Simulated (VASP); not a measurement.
# Ba (P6_3/mmc) in VASP: notebook

The runs below take Ba through relaxation of shape and atoms at fixed volume, with PBEsol, PBEsol+D3(BJ).

All numbers are computed with VASP 6.6.1; they aren't measurements. Logs are shortened: lines on timing, memory, paths and dates and some standing lists are left out, and cuts for length are marked.

## Step 1: The cell of the first run

Symmetry: P6_3/mmc, No. 194, hexagonal system. The conventional cell has a = 4.036 Å, b = 4.036 Å, c = 6.585 Å, α = 90.00°, β = 90.00°, γ = 120.00°. Within 5.3 Å of Ba (site symmetry -6m2) lie 12 Ba at 4.03 to 4.04 Å.

This isn't the form of Ba at room conditions, which is bcc.

## Step 2: Relaxation of shape and atoms at fixed volume, PBEsol

INCAR

```
PREC = Accurate ; ENCUT = 600
EDIFF = 1E-6 ; ISMEAR = -1
SIGMA = 0.08 ; LREAL = F
LASPH = T ; NELM = 100
ALGO = Normal ; ISIF = 4
LWAVE = F ; LCHARG = F
GGA = PS ; IBRION = 2
NSW = 50 ; EDIFFG = -0.005
```

KPOINTS

```
regular mesh
0
Gamma
  10 10 6
```

POSCAR

```
Ba
1.0
    4.0362046567      0.0000000000      0.0000000000
   -2.0181023284      3.4954557676      0.0000000000
    0.0000000000      0.0000000000      6.5853911238
Ba
2
Direct
    0.3333333333      0.6666666667      0.2500000000
    0.6666666667      0.3333333333      0.7500000000
```

Potentials or basis: VASP PAW PBE potentials, release 64 (Ba_sv).

Launch:

```bash
$ cat potpaw_PBE.64/Ba_sv/POTCAR > POTCAR
$ mpirun -np 1 vasp_std > vasp.out
```

OUTCAR:

```text
PREC = Accurate
   ENCUT = 600
   EDIFF = 1E-6
   ISMEAR = -1
   LREAL = F
   LASPH = T
   NELM = 100
   ISIF = 4
   GGA = PS
   IBRION = 2
   NSW = 50
   EDIFFG = -0.005

 ion  position               nearest neighbor table
   1  0.333  0.667  0.250-   2 4.03   2 4.03   2 4.03   2 4.03   2 4.03   2 4.03
   2  0.667  0.333  0.750-   1 4.03   1 4.03   1 4.03   1 4.03   1 4.03   1 4.03

  LATTYP: Found a hexagonal cell.
 ALAT       =     4.0362046567
 C/A-ratio  =     1.6315800818

  Lattice vectors:

 A1 = (   4.0362046567,   0.0000000000,   0.0000000000)
 A2 = (  -2.0181023284,   3.4954557676,   0.0000000000)
 A3 = (   0.0000000000,   0.0000000000,   6.5853911238)

Analysis of symmetry for initial positions (statically):
=====================================================================
 Subroutine PRICEL returns:
 Original cell was already a primitive cell.

 Routine SETGRP: Setting up the symmetry group for a
 hexagonal supercell.

 Subroutine GETGRP returns: Found 24 space group operations
 (whereof 12 operations were pure point group operations)
 out of a pool of 24 trial point group operations.

The static configuration has the point symmetry D_3d.
 The point group associated with its full space group is D_6h.

Analysis of symmetry for dynamics (positions and initial velocities):
=====================================================================
 Subroutine PRICEL returns:
 Original cell was already a primitive cell.

 Routine SETGRP: Setting up the symmetry group for a
 hexagonal supercell.

 Subroutine GETGRP returns: Found 24 space group operations
 (whereof 12 operations were pure point group operations)
 out of a pool of 24 trial point group operations.

The dynamic configuration has the point symmetry D_3d.
 The point group associated with its full space group is D_6h.

 Subroutine INISYM returns: Found 24 space group operations
 (whereof 12 operations are pure point group operations),
 and found     1 'primitive' translations

----------------------------------------------------------------------------------------

                                     Primitive cell

  volume of cell :      92.9092

  direct lattice vectors                    reciprocal lattice vectors
     4.036204657  0.000000000  0.000000000     0.247757506  0.143042863  0.000000000
    -2.018102328  3.495455768  0.000000000     0.000000000  0.286085726  0.000000000
     0.000000000  0.000000000  6.585391124     0.000000000  0.000000000  0.151851269

  length of vectors
     4.036204657  4.036204657  6.585391124     0.286085726  0.286085726  0.151851269

  position of ions in fractional coordinates (direct lattice)
     0.333333333  0.666666667  0.250000000
     0.666666667  0.333333333  0.750000000

  ion indices of the primitive-cell ions
   primitive index   ion index
                 1           1
                 2           2

----------------------------------------------------------------------------------------

 KPOINTS: regular mesh

Automatic generation of k-mesh.
 Grid dimensions read from file:
 generate k-points for:   10   10    6

 Generating k-lattice:

  Cartesian coordinates                     Fractional coordinates (reciprocal lattice)
     0.024775751  0.014304286  0.000000000     0.100000000  0.000000000  0.000000000
     0.000000000  0.028608573  0.000000000     0.000000000  0.100000000  0.000000000
     0.000000000  0.000000000  0.025308545     0.000000000  0.000000000  0.166666667

  Length of vectors
     0.028608573  0.028608573  0.025308545

  Shift w.r.t. Gamma in fractional coordinates (k-lattice)
     0.000000000  0.000000000  0.000000000

 Subroutine IBZKPT returns following result:
 ===========================================

 Found     56 irreducible k-points:

 Following reciprocal coordinates:
            Coordinates               Weight
  0.000000  0.000000  0.000000      1.000000
  0.100000  0.000000  0.000000      6.000000
  0.200000  0.000000  0.000000      6.000000
  0.300000  0.000000  0.000000      6.000000
  0.400000  0.000000  0.000000      6.000000
  0.500000 -0.000000  0.000000      3.000000
[... 16 lines left out ...]
  0.300000  0.100000  0.166667     24.000000
  0.400000  0.100000  0.166667     24.000000
 [... further k-points ...]
   k-points           NKPTS =     56   k-points in BZ     NKDIM =     56   number of bands    NBANDS=     14
   number of dos      NEDOS =    301   number of ions     NIONS =      2
   total plane-waves  NPLWV =  55296
   dimension x,y,z NGX =    32 NGY =   32 NGZ =   54
   dimension x,y,z NGXF=    64 NGYF=   64 NGZF=  108
   ions per type =               2
   NGX,Y,Z   is equivalent  to a cutoff of  13.18, 13.18, 13.63 a.u.
   NGXF,Y,Z  is equivalent  to a cutoff of  26.36, 26.36, 27.26 a.u.
 SYSTEM =  unknown system
   PREC   = accura    normal or accurate (medium, high low for compatibility)
   ISTART =      0    job   : 0-new  1-cont  2-samecut
   ICHARG =      2    charge: 1-file 2-atom 10-const
   ISPIN  =      1    spin polarized calculation?
   LNONCOLLINEAR =      F non collinear calculations
   LSORBIT =      F    spin-orbit coupling
   LASPH  =      T    aspherical Exc in radial PAW
   ENCUT  =  600.0 eV  44.10 Ry    6.64 a.u.   8.06  8.06 13.15*2*pi/ulx,y,z
   NELM   =    100;   NELMIN=  2; NELMDL= -5     # of ELM steps
   EDIFF  = 0.1E-05   stopping-criterion for ELM
   LREAL  =      F    real-space projection
   EDIFFG = -.5E-02   stopping-criterion for IOM
   NSW    =     50    number of steps for IOM
   IBRION =      2    ionic relax: 0-MD 1-quasi-New 2-CG
   NFREE  =      1    steps in history (QN), initial steepest desc. (CG)
   ISIF   =      4    stress and relaxation
   ISYM   =      2    0-nonsym 1-usesym 2-fastsym
   POTIM  = 0.5000    time-step for ionic-motion
   TEBEG  =    0.0;   TEEND  =   0.0 temperature during run
   PSTRESS=    0.0 pullay stress
   NELECT =      20.0000    total number of electrons
   NUPDOWN=      -1.0000    fix difference up-down
   EMIN   =  10.00;   EMAX   =-10.00  energy-range for DOS
   EFERMI =   0.00;   METHOD = LEGACY
   ISMEAR =    -1;   SIGMA  =   0.08  broadening in eV -4-tet -1-fermi 0-gaus
   EFERMI_NEDOS =   21; number of points for ismear=-14 and -15
   IALGO  =     38    algorithm
   IMIX   =      4    mixing-type and parameters
     AMIX     =   0.40;   BMIX     =  1.00
     AMIX_MAG =   1.60;   BMIX_MAG =  1.00
  volume/ion in A,a.u.               =      46.45       313.49
  Fermi-wavevector in a.u.,A,eV,Ry     =   0.981142  1.854090 13.097514  0.962640
  Thomas-Fermi vector in A             =   2.112126
   LORBIT       =      0    0 simple, 1 ext, 2 COOP (PROOUT), +10 PAW based schemes
   GGA     = PS    functional components
   LHFCALC =     F    Hartree Fock is set to
   AEXX    =    0.0000 exact exchange contribution
   IVDW    =     0    specifies the selected vdW correction
   LEPSILON=     F    determine dielectric tensor
   LRPA    =     F    only Hartree local field effects (RPA)
 conjugate gradient relaxation of ions
 non-spin polarized calculation
  energy-cutoff  :      600.00
  volume of cell :       92.91
 maximum number of plane-waves:      3118
   NGX = 17   NGY = 17   NGZ = 27

--------------------------------------- Ionic step        1  -------------------------------------------

 number of electron      20.0000001 magnetization

 Free energy of the ion-electron system (eV)
  ---------------------------------------------------
  ext. energy  EPLUGINS =         0.00000000
  ---------------------------------------------------
  free energy    TOTEN  =        -4.12791577 eV

  energy without entropy =       -4.07002900  energy(sigma->0) =       -4.09897239

------------------------ aborting loop because EDIFF is reached ----------------------------------------

  FORCE on cell =-STRESS in cart. coord.  units (eV):
  Direction    XX          YY          ZZ          XY          YZ          ZX
  --------------------------------------------------------------------------------------
  -------------------------------------------------------------------------------------
  Total        1.6636022      1.6636022      1.3468171     -0.0000000      0.0000000     -0.0000000
  in kB       28.6880810     28.6880810     23.2252625     -0.0000000      0.0000000     -0.0000000
  external PRESSURE =      26.8671415 kB  Pullay stress =       0.0000000 kB
[... 57 lines left out ...]
  energy  without entropy=       -4.0718416260  energy(sigma->0) =       -4.10054703

--------------------------------------- Ionic step        3  -------------------------------------------

 number of electron      20.0000000 magnetization

 Free energy of the ion-electron system (eV)
  ---------------------------------------------------
  ext. energy  EPLUGINS =         0.00000000
  ---------------------------------------------------
  free energy    TOTEN  =        -4.13027682 eV

  energy without entropy =       -4.07380585  energy(sigma->0) =       -4.10204133

 E-fermi :   2.7004     XC(G=0):  -8.5679

 val. band max:        2.6981603950   @ k =   0.3000   0.2000   0.0000
 cond. band min:       2.7622435180   @ k =   0.2000   0.2000   0.0000
 fundamental gap:      0.0640831230
 Fermi energy:         2.7003934351

 k-point     1 :       0.0000    0.0000    0.0000
  band No.  band energies     occupation
      1     -25.7625      2.00000
      2     -25.6023      2.00000
      3     -11.5906      2.00000
      4     -10.5661      2.00000
      5     -10.5661      2.00000
      6     -10.3997      2.00000
      7     -10.3997      2.00000
      8     -10.3682      2.00000
      9      -0.1251      2.00000
     10       1.5511      2.00000
     11       4.6749      0.00000
     12       4.6749      0.00000
     13       4.8652      0.00000
     14       5.0881      0.00000
[... 375 lines left out ...]
 k-point    24 :       0.4000    0.1000    0.1667
  band No.  band energies     occupation
      1     -25.6167      2.00000
      2     -25.5709      2.00000
      3     -11.4387      2.00000
      4     -11.2558      2.00000
      5     -10.9918      2.00000
      6     -10.8335      2.00000
      7     -10.6614      2.00000
      8     -10.5835      2.00000
      9       1.8199      1.99997
     10       2.1672      1.99745
     11       2.8567      0.24829
     12       3.4634      0.00014
     13       4.3606      0.00000
     14       5.0156      0.00000

 [... further k-points ...]

------------------------ aborting loop because EDIFF is reached ----------------------------------------

  FORCE on cell =-STRESS in cart. coord.  units (eV):
  Direction    XX          YY          ZZ          XY          YZ          ZX
  --------------------------------------------------------------------------------------
  -------------------------------------------------------------------------------------
  Total        1.5227405      1.5227405      1.5217083     -0.0000000     -0.0000000      0.0000000
  in kB       26.2589838     26.2589838     26.2411833     -0.0000000     -0.0000000      0.0000000
  external PRESSURE =      26.2530503 kB  Pullay stress =       0.0000000 kB
[... 17 lines left out ...]
  FREE ENERGIE OF THE ION-ELECTRON SYSTEM (eV)
  ---------------------------------------------------
  free  energy   TOTEN  =        -4.1302768188 eV

  energy  without entropy=       -4.0738058495  energy(sigma->0) =       -4.10204133

 reached required accuracy - stopping structural energy minimisation
```

Run time: 2 min. Hardware: 1 thread of AMD EPYC 7R13 (Zen 3), shared host; peak memory 0.24 GiB.

Results:

```
Free energy               : -4.1303 eV
Energy gained by relaxing : 1.2 meV/atom
Ionic steps               : 3
Pressure after relaxing   : 2.6 GPa
Band gap on the k mesh    : zero (bands 10 and 11 overlap by 0.66 eV)
```

Step by step:
| step | energy change (eV) | largest force (eV/Å) | pressure (GPa) | volume (Å³) |
| --- | --- | --- | --- | --- |
| 1 | 0.0000 | 0.0000 | 2.69 | 92.91 |
| 2 | -0.0013 | 0.0000 | 2.67 | 92.91 |
| 3 | -0.0024 | 0.0000 | 2.63 | 92.91 |

Final structure:
```cif
data_structure
_symmetry_space_group_name_H-M 'P 1'
_symmetry_Int_Tables_number 1
_cell_length_a 4.0667
_cell_length_b 4.0667
_cell_length_c 6.4870
_cell_angle_alpha 90.000
_cell_angle_beta 90.000
_cell_angle_gamma 120.000
_cell_volume 92.91
loop_
_atom_site_label
_atom_site_type_symbol
_atom_site_fract_x
_atom_site_fract_y
_atom_site_fract_z
_atom_site_occupancy
Ba1 Ba 0.33333 0.66667 0.25000 1
Ba2 Ba 0.66667 0.33333 0.75000 1
```

Caveat: the PAW data sets were made with another functional, which shifts forces and pressure a little; spin-orbit coupling is left out, which moves the levels of the heavy elements.

## Step 3: Relaxation of shape and atoms at fixed volume, PBEsol

This run uses another cell than the first one, of 52.26 Å³/atom.

INCAR

```
PREC = Accurate
ENCUT = 600
EDIFF = 1E-6
ISMEAR = -1
SIGMA = 0.08
LREAL = False
LASPH = True
NELM = 60
ALGO = Normal
ISIF = 4
LWAVE = False
LCHARG = False
GGA = PS
IBRION = 2
NSW = 50
EDIFFG = -0.005
```

KPOINTS is that of step 2.

POSCAR

```
Ba
1.0
    4.1978220065      0.0000000000      0.0000000000
   -2.0989110032      3.6354204982      0.0000000000
    0.0000000000      0.0000000000      6.8490827726
Ba
2
Direct
    0.3333333333      0.6666666667      0.2500000000
    0.6666666667      0.3333333333      0.7500000000
```

Potentials or basis: VASP PAW PBE potentials, release 64 (Ba_sv).

Launch:

```bash
$ cat potpaw_PBE.64/Ba_sv/POTCAR > POTCAR
$ mpirun -np 1 vasp_std > vasp.out
```

It took 3.7 min on 1 thread of AMD EPYC 7R13 (Zen 3), shared host; peak memory 0.28 GiB.

The run converged. Its results:

| Property | Result |
| --- | --- |
| Free energy | -4.2635 eV |
| Energy gained by relaxing | 0.1 meV/atom |
| Ionic steps | 5 |
| Pressure after relaxing | 1.1 GPa |
| Band gap on the k mesh | zero (bands 10 and 11 overlap by 0.44 eV) |

Step by step:
```
step  energy change (eV)  largest force (eV/Å)  pressure (GPa)  volume (Å³)
   1              0.0000                0.0000            1.14       104.52
   2             -0.0001                0.0000            1.13       104.52
   3             -0.0002                0.0000            1.13       104.52
   4             -0.0002                0.0000            1.13       104.52
   5             -0.0002                0.0000            1.13       104.52
```

Final structure:
```xyz
2
Lattice="4.2077 0.0000 0.0000 -2.1038 3.6440 0.0000 0.0000 0.0000 6.8170" Properties=species:S:1:pos:R:3 pbc="T T T"
Ba    0.0000    2.4293    1.7043
Ba    2.1038    1.2147    5.1128
```

Levels at points of the mesh, in eV from the Fermi level:
```tsv
k point	band 6	band 7	band 8	band 9	band 10	band 11	band 12	band 13	band 14
(0.00, 0.00, 0.00)	-13.36	-13.36	-13.35	-2.84	-1.06	1.77	1.92	1.92	1.97
(0.50, 0.00, 0.00)	-13.66	-13.55	-13.46	-0.69	-0.63	-0.33	1.05	1.73	1.75
(0.00, 0.00, 0.50)	-13.41	-13.41	-13.41	-1.70	-1.70	1.19	1.19	1.89	1.89
(0.50, 0.00, 0.50)	-13.57	-13.56	-13.56	-0.90	-0.90	0.44	0.44	2.16	2.16
```

Caveat: the PAW data sets were made with another functional, which shifts forces and pressure a little; spin-orbit coupling is left out, which moves the levels of the heavy elements.

(Continued in part 2 of 2.)

The gap in the log of VASP goes by the Fermi energy; the results here count the filled bands.